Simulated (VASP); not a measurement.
# SiO2 (Fm-3m) in VASP: a series of runs, part 2 of 2

VASP 6.6.1. Earlier steps stand in the parts before.

### Step 3. Single point, PBE

Contents of INCAR:

```
SYSTEM = SiO2
ALGO = Normal
EDIFF = 1E-6
ENCUT = 600
GGA = PE
GGA_COMPAT = .FALSE.
ISIF = 2
ISMEAR = 0
LASPH = .TRUE.
LCHARG = .FALSE.
LREAL = .FALSE.
LWAVE = .FALSE.
NBANDS = 15
NELM = 120
PREC = Accurate
SIGMA = 0.01
```

Contents of KPOINTS:

```
k-points
0
G
  3 3 3
  0 0 0
```

Contents of POSCAR:

```
SiO2
1.0
    0.0000000000      2.1505588500      2.1505588500
    2.1505588500      0.0000000000      2.1505588500
    2.1505588500      2.1505588500      0.0000000000
Si O
1 2
Direct
    0.0000000000      0.0000000000      0.0000000000
    0.2500000000      0.2500000000      0.2500000000
    0.7500000000      0.7500000000      0.7500000000
```

Potentials or basis: VASP PAW PBE potentials, release 64 (Si, O).

Launch:

```console
$ cat potpaw_PBE.64/Si/POTCAR potpaw_PBE.64/O/POTCAR > POTCAR
$ mpirun -np 1 vasp_std > vasp.out
```

OUTCAR:

```text
SYSTEM = SiO2
   EDIFF = 1E-6
   ENCUT = 600
   GGA = PE
   ISIF = 2
   ISMEAR = 0
   LASPH = .TRUE.
   LREAL = .FALSE.
   NELM = 120
   PREC = Accurate

 ion  position               nearest neighbor table
   1  0.000  0.000  0.000-   2 1.86   3 1.86   3 1.86   3 1.86   3 1.86   2 1.86   2 1.86   2 1.86

   2  0.250  0.250  0.250-   1 1.86   1 1.86   1 1.86   1 1.86
   3  0.750  0.750  0.750-   1 1.86   1 1.86   1 1.86   1 1.86

  LATTYP: Found a face centered cubic cell.
 ALAT       =     4.3011177000

  Lattice vectors:

 A1 = (   0.0000000000,   2.1505588500,   2.1505588500)
 A2 = (   2.1505588500,   0.0000000000,   2.1505588500)
 A3 = (   2.1505588500,   2.1505588500,   0.0000000000)

Analysis of symmetry for initial positions (statically):
=====================================================================
 Subroutine PRICEL returns:
 Original cell was already a primitive cell.

 Routine SETGRP: Setting up the symmetry group for a
 face centered cubic supercell.

 Subroutine GETGRP returns: Found 48 space group operations
 (whereof 48 operations were pure point group operations)
 out of a pool of 48 trial point group operations.

The static configuration has the point symmetry O_h .

Analysis of symmetry for dynamics (positions and initial velocities):
=====================================================================
 Subroutine PRICEL returns:
 Original cell was already a primitive cell.

 Routine SETGRP: Setting up the symmetry group for a
 face centered cubic supercell.

 Subroutine GETGRP returns: Found 48 space group operations
 (whereof 48 operations were pure point group operations)
 out of a pool of 48 trial point group operations.

The dynamic configuration has the point symmetry O_h .

 Subroutine INISYM returns: Found 48 space group operations
 (whereof 48 operations are pure point group operations),
 and found     1 'primitive' translations

----------------------------------------------------------------------------------------

                                     Primitive cell

  volume of cell :      19.8923

  direct lattice vectors                    reciprocal lattice vectors
     0.000000000  2.150558850  2.150558850    -0.232497706  0.232497706  0.232497706
     2.150558850  0.000000000  2.150558850     0.232497706 -0.232497706  0.232497706
     2.150558850  2.150558850  0.000000000     0.232497706  0.232497706 -0.232497706

  length of vectors
     3.041349492  3.041349492  3.041349492     0.402697840  0.402697840  0.402697840

  position of ions in fractional coordinates (direct lattice)
     0.000000000  0.000000000  0.000000000
     0.250000000  0.250000000  0.250000000
     0.750000000  0.750000000  0.750000000

  ion indices of the primitive-cell ions
   primitive index   ion index
                 1           1
                 2           2
                 3           3

----------------------------------------------------------------------------------------

 KPOINTS: k-points

Automatic generation of k-mesh.
 Grid dimensions read from file:
 generate k-points for:    3    3    3

 Generating k-lattice:

[... 21 lines left out ...]
 -0.333333  0.333333  0.000000     12.000000
   k-points           NKPTS =      4   k-points in BZ     NKDIM =      4   number of bands    NBANDS=     15
   number of dos      NEDOS =    301   number of ions     NIONS =      3
   total plane-waves  NPLWV =  13824
   dimension x,y,z NGX =    24 NGY =   24 NGZ =   24
   dimension x,y,z NGXF=    48 NGYF=   48 NGZF=   48
   ions per type =               1   2
   NGX,Y,Z   is equivalent  to a cutoff of  13.12, 13.12, 13.12 a.u.
   NGXF,Y,Z  is equivalent  to a cutoff of  26.24, 26.24, 26.24 a.u.
 SYSTEM =  SiO2
   PREC   = accura    normal or accurate (medium, high low for compatibility)
   ISTART =      0    job   : 0-new  1-cont  2-samecut
   ICHARG =      2    charge: 1-file 2-atom 10-const
   ISPIN  =      1    spin polarized calculation?
   LNONCOLLINEAR =      F non collinear calculations
   LSORBIT =      F    spin-orbit coupling
   LASPH  =      T    aspherical Exc in radial PAW
   ENCUT  =  600.0 eV  44.10 Ry    6.64 a.u.   6.07  6.07  6.07*2*pi/ulx,y,z
   NELM   =    120;   NELMIN=  2; NELMDL= -5     # of ELM steps
   EDIFF  = 0.1E-05   stopping-criterion for ELM
   LREAL  =      F    real-space projection
   EDIFFG = 0.1E-04   stopping-criterion for IOM
   NSW    =      0    number of steps for IOM
   IBRION =     -1    ionic relax: 0-MD 1-quasi-New 2-CG
   NFREE  =      0    steps in history (QN), initial steepest desc. (CG)
   ISIF   =      2    stress and relaxation
   ISYM   =      2    0-nonsym 1-usesym 2-fastsym
   POTIM  = 0.5000    time-step for ionic-motion
   TEBEG  =    0.0;   TEEND  =   0.0 temperature during run
   PSTRESS=    0.0 pullay stress
   NELECT =      16.0000    total number of electrons
   NUPDOWN=      -1.0000    fix difference up-down
   EMIN   =  10.00;   EMAX   =-10.00  energy-range for DOS
   EFERMI =   0.00;   METHOD = LEGACY
   ISMEAR =     0;   SIGMA  =   0.01  broadening in eV -4-tet -1-fermi 0-gaus
   EFERMI_NEDOS =   21; number of points for ismear=-14 and -15
   IALGO  =     38    algorithm
   IMIX   =      4    mixing-type and parameters
     AMIX     =   0.40;   BMIX     =  1.00
     AMIX_MAG =   1.60;   BMIX_MAG =  1.00
  volume/ion in A,a.u.               =       6.63        44.75
  Fermi-wavevector in a.u.,A,eV,Ry     =   1.522487  2.877083 31.537837  2.317966
  Thomas-Fermi vector in A             =   2.631059
   LORBIT       =      0    0 simple, 1 ext, 2 COOP (PROOUT), +10 PAW based schemes
   GGA     = PE    functional components
   LHFCALC =     F    Hartree Fock is set to
   AEXX    =    0.0000 exact exchange contribution
   IVDW    =     0    specifies the selected vdW correction
   LEPSILON=     F    determine dielectric tensor
   LRPA    =     F    only Hartree local field effects (RPA)
 non-spin polarized calculation
 Gauss-broadening in eV      SIGMA  =   0.01
  energy-cutoff  :      600.00
  volume of cell :       19.89
 maximum number of plane-waves:       680
   NGX = 13   NGY = 13   NGZ = 13

 number of electron      15.9999997 magnetization

 Free energy of the ion-electron system (eV)
  ---------------------------------------------------
  ext. energy  EPLUGINS =         0.00000000
  ---------------------------------------------------
  free energy    TOTEN  =       -19.07314636 eV

  energy without entropy =      -19.07314636  energy(sigma->0) =      -19.07314636

 E-fermi :  11.8029     XC(G=0): -13.2233

 val. band max:       11.6815725298   @ k =  -0.3333   0.3333   0.0000
 cond. band min:      15.1513969977   @ k =   0.3333   0.3333   0.0000
 fundamental gap:      3.4698244679
 Fermi energy:        11.8028908402

 k-point     1 :       0.0000    0.0000    0.0000
  band No.  band energies     occupation
      1     -12.7983      2.00000
      2      -3.9348      2.00000
      3       5.2193      2.00000
      4       5.2193      2.00000
      5       5.2193      2.00000
      6       9.6455      2.00000
      7       9.6455      2.00000
      8       9.6455      2.00000
      9      16.8442      0.00000
     10      18.5536      0.00000
     11      18.5536      0.00000
     12      18.5536      0.00000
     13      24.7809      0.00000
     14      24.7809      0.00000
[... 41 lines left out ...]
      2      -8.2830      2.00000
      3       0.3606      2.00000
      4       3.6142      2.00000
      5       3.8929      2.00000
      6       8.8087      2.00000
      7       9.2075      2.00000
      8      11.6816      2.00000
      9      18.4731      0.00000
     10      22.2340      0.00000
     11      24.0114      0.00000
     12      24.8041      0.00000
     13      25.1071      0.00000
     14      29.2260      0.00000
     15      33.6552      0.00000

------------------------ aborting loop because EDIFF is reached ----------------------------------------

  FORCE on cell =-STRESS in cart. coord.  units (eV):
  Direction    XX          YY          ZZ          XY          YZ          ZX
  --------------------------------------------------------------------------------------
  -------------------------------------------------------------------------------------
  Total        9.3494640      9.3494640      9.3494640      0.0000000      0.0000000      0.0000000
  in kB      753.0317830    753.0317830    753.0317830      0.0000000      0.0000000      0.0000000
  external PRESSURE =     753.0317830 kB  Pullay stress =       0.0000000 kB

 VOLUME and BASIS-vectors are now :
 -----------------------------------------------------------------------------
  energy-cutoff  :      600.00
  volume of cell :       19.89
      direct lattice vectors                 reciprocal lattice vectors
     0.000000000  2.150558850  2.150558850    -0.232497706  0.232497706  0.232497706
     2.150558850  0.000000000  2.150558850     0.232497706 -0.232497706  0.232497706
     2.150558850  2.150558850  0.000000000     0.232497706  0.232497706 -0.232497706

 POSITION                                       TOTAL-FORCE (eV/Angst)
 -----------------------------------------------------------------------------------
      0.00000      0.00000      0.00000         0.000000      0.000000      0.000000
      1.07528      1.07528      1.07528         0.000000      0.000000      0.000000
      3.22584      3.22584      3.22584        -0.000000     -0.000000     -0.000000
 -----------------------------------------------------------------------------------
    total drift:                                0.000000      0.000000      0.000000

  FREE ENERGIE OF THE ION-ELECTRON SYSTEM (eV)
  ---------------------------------------------------
  free  energy   TOTEN  =       -19.0731463641 eV

  energy  without entropy=      -19.0731463641  energy(sigma->0) =      -19.07314636
```

OSZICAR:

```text
N       E                     dE             d eps       ncg     rms          rms(c)
DAV:   1     0.615728863421E+02    0.61573E+02   -0.97858E+03   120   0.116E+03
DAV:   2    -0.199931949766E+02   -0.81566E+02   -0.76164E+02   155   0.254E+02
DAV:   3    -0.220947770791E+02   -0.21016E+01   -0.20969E+01   148   0.376E+01
DAV:   4    -0.221008212978E+02   -0.60442E-02   -0.60440E-02   141   0.248E+00
DAV:   5    -0.221008464332E+02   -0.25135E-04   -0.25135E-04   148   0.150E-01    0.128E+01
DAV:   6    -0.191007437099E+02    0.30001E+01   -0.52042E+00   120   0.222E+01    0.523E+00
DAV:   7    -0.190725623647E+02    0.28181E-01   -0.36147E-01   134   0.534E+00    0.193E+00
DAV:   8    -0.190713697788E+02    0.11926E-02   -0.11788E-02   120   0.126E+00    0.567E-01
DAV:   9    -0.190729131782E+02   -0.15434E-02   -0.31062E-03   127   0.553E-01    0.173E-01
DAV:  10    -0.190731507982E+02   -0.23762E-03   -0.32938E-04   120   0.143E-01    0.207E-02
DAV:  11    -0.190731456716E+02    0.51266E-05   -0.15094E-05   155   0.368E-02    0.612E-03
DAV:  12    -0.190731463641E+02   -0.69248E-06   -0.15272E-06   112   0.106E-02
   1 F= -.19073146E+02 E0= -.19073146E+02  d E =-.301443E-66
```

It took 3.9 s on 1 thread of Intel Xeon 8259CL, shared host; peak memory 0.13 GiB.

Results:

- Free energy: -19.0731 eV
- Pressure: 75.3 GPa
- Band gap on the k mesh: 3.47 eV, indirect (least direct gap 4.44 eV)

Levels at points of the mesh, in eV from the valence-band top:
| k point | band 5 | band 6 | band 7 | band 8 | band 9 | band 10 | band 11 | band 12 |
| --- | --- | --- | --- | --- | --- | --- | --- | --- |
| (0.00, 0.00, 0.00) | -6.46 | -2.04 | -2.04 | -2.04 | 5.16 | 6.87 | 6.87 | 6.87 |

Caveat: the k points lie up to 0.84 Å⁻¹ apart. A k mesh can miss the band edges.

### Step 4. Single point, PBE

This run uses another cell than the first one, of 7.48 Å³/atom, 1.128 times its volume.

Contents of INCAR:

```
SYSTEM = SiO2
  PREC = Accurate
  ENCUT = 600
  EDIFF = 1E-6
  ISMEAR = 0
  SIGMA = 0.01
  LREAL = .FALSE.
  LASPH = .TRUE.
  NELM = 120
  ALGO = Normal
  ISIF = 2
  LWAVE = .FALSE.
  LCHARG = .TRUE.
  GGA = PE
  LELF = .TRUE.
  LVHAR = .TRUE.
  NBANDS = 15
  GGA_COMPAT = .FALSE.
```

Contents of KPOINTS:

```
Automatic mesh
0
G
  3 3 3
  0 0 0
```

Contents of POSCAR:

```
SiO2
1.0
    0.0000000000      2.2384325000      2.2384325000
    2.2384325000      0.0000000000      2.2384325000
    2.2384325000      2.2384325000      0.0000000000
Si O
1 2
Direct
    0.0000000000      0.0000000000      0.0000000000
    0.2500000000      0.2500000000      0.2500000000
    0.7500000000      0.7500000000      0.7500000000
```

Launch:

```console
$ cat potpaw_PBE.64/Si/POTCAR potpaw_PBE.64/O/POTCAR > POTCAR
$ mpirun -np 1 vasp_std > vasp.out
```

Run time: 7.1 s. Hardware: 1 thread of Intel Xeon 8259CL, shared host; peak memory 0.14 GiB.

The run converged. Its results:

```
Free energy            : -19.8038 eV
Pressure               : 20.7 GPa
Band gap on the k mesh : 3.23 eV, indirect (least direct gap 4.06 eV)
```

Levels at points of the mesh, in eV from the valence-band top:
```tsv
k point	band 6	band 7	band 8	band 9	band 10	band 11
(0.00, 0.00, 0.00)	-1.83	-1.83	-1.83	3.23	6.54	6.54
```

Caveat: the k points lie up to 0.81 Å⁻¹ apart.

### Step 5. Single point, PBE

This run uses another cell than the first one, of 7.48 Å³/atom, 1.128 times its volume.

Contents of INCAR:

```
  PREC = Accurate
  ENCUT = 600
  EDIFF = 1E-6
  ISMEAR = 0
  SIGMA = 0.01
  LREAL = False
  LASPH = True
  NELM = 120
  ALGO = Normal
  ISIF = 2
  LWAVE = False
  LCHARG = False
  GGA = PE
  NBANDS = 15
  GGA_COMPAT = False
```

Contents of KPOINTS:

```
regular mesh
0
Gamma
  3 3 3
```

POSCAR is that of step 4.

Potentials or basis: VASP PAW PBE potentials, release 64 (Si, O).

Launch:

```console
$ cat potpaw_PBE.64/Si/POTCAR potpaw_PBE.64/O/POTCAR > POTCAR
$ mpirun -np 1 vasp_std > vasp.out
```

OUTCAR:

```text
PREC = Accurate
   ENCUT = 600
   EDIFF = 1E-6
   ISMEAR = 0
   LREAL = False
   LASPH = True
   NELM = 120
   ISIF = 2
   GGA = PE

 ion  position               nearest neighbor table
   1  0.000  0.000  0.000-   3 1.94   3 1.94   3 1.94   2 1.94   3 1.94   2 1.94   2 1.94   2 1.94

   2  0.250  0.250  0.250-   1 1.94   1 1.94   1 1.94   1 1.94
   3  0.750  0.750  0.750-   1 1.94   1 1.94   1 1.94   1 1.94

  LATTYP: Found a face centered cubic cell.
 ALAT       =     4.4768650000

  Lattice vectors:
[... 241 lines left out ...]

  FORCE on cell =-STRESS in cart. coord.  units (eV):
  Direction    XX          YY          ZZ          XY          YZ          ZX
  --------------------------------------------------------------------------------------
  -------------------------------------------------------------------------------------
  Total        2.8982290      2.8982290      2.8982290     -0.0000000      0.0000000      0.0000000
  in kB      207.0052072    207.0052072    207.0052072     -0.0000000      0.0000000      0.0000000
  external PRESSURE =     207.0052072 kB  Pullay stress =       0.0000000 kB

 VOLUME and BASIS-vectors are now :
 -----------------------------------------------------------------------------
  energy-cutoff  :      600.00
  volume of cell :       22.43
      direct lattice vectors                 reciprocal lattice vectors
     0.000000000  2.238432500  2.238432500    -0.223370595  0.223370595  0.223370595
     2.238432500  0.000000000  2.238432500     0.223370595 -0.223370595  0.223370595
     2.238432500  2.238432500  0.000000000     0.223370595  0.223370595 -0.223370595

 POSITION                                       TOTAL-FORCE (eV/Angst)
 -----------------------------------------------------------------------------------
      0.00000      0.00000      0.00000        -0.000000      0.000000     -0.000000
      1.11922      1.11922      1.11922         0.000000      0.000000      0.000000
      3.35765      3.35765      3.35765        -0.000000     -0.000000     -0.000000
 -----------------------------------------------------------------------------------
    total drift:                                0.000000      0.000000      0.000000

  FREE ENERGIE OF THE ION-ELECTRON SYSTEM (eV)
  ---------------------------------------------------
  free  energy   TOTEN  =       -19.8038015073 eV

  energy  without entropy=      -19.8038015073  energy(sigma->0) =      -19.80380151
```

OSZICAR:

```text
N       E                     dE             d eps       ncg     rms          rms(c)
DAV:   1     0.539605648506E+02    0.53961E+02   -0.90244E+03   120   0.112E+03
DAV:   2    -0.203847287985E+02   -0.74345E+02   -0.67043E+02   162   0.233E+02
DAV:   3    -0.225898914364E+02   -0.22052E+01   -0.22006E+01   141   0.383E+01
DAV:   4    -0.225972638800E+02   -0.73724E-02   -0.73720E-02   148   0.262E+00
DAV:   5    -0.225972995965E+02   -0.35716E-04   -0.35715E-04   148   0.176E-01    0.114E+01
DAV:   6    -0.198060315971E+02    0.27913E+01   -0.51708E+00   120   0.216E+01    0.427E+00
DAV:   7    -0.198034983900E+02    0.25332E-02   -0.27437E-01   127   0.446E+00    0.178E+00
DAV:   8    -0.198018625004E+02    0.16359E-02   -0.13072E-02   127   0.127E+00    0.527E-01
DAV:   9    -0.198035501671E+02   -0.16877E-02   -0.27651E-03   127   0.524E-01    0.175E-01
DAV:  10    -0.198038114495E+02   -0.26128E-03   -0.52114E-04   120   0.175E-01    0.319E-02
DAV:  11    -0.198037987470E+02    0.12702E-04   -0.28533E-05   155   0.482E-02    0.624E-03
DAV:  12    -0.198038014303E+02   -0.26833E-05   -0.42898E-06   120   0.165E-02    0.248E-03
DAV:  13    -0.198038015073E+02   -0.77080E-07   -0.50957E-08    95   0.177E-03
   1 F= -.19803802E+02 E0= -.19803802E+02  d E =-.161920E-58
```

Wall time 6.5 s (1 thread of Intel Xeon 8259CL, shared host); peak memory 0.14 GiB.

Results:

```
Free energy            : -19.8038 eV
Pressure               : 20.7 GPa
Band gap on the k mesh : 3.23 eV, indirect (least direct gap 4.06 eV)
```

Caveat: the k points lie up to 0.81 Å⁻¹ apart.
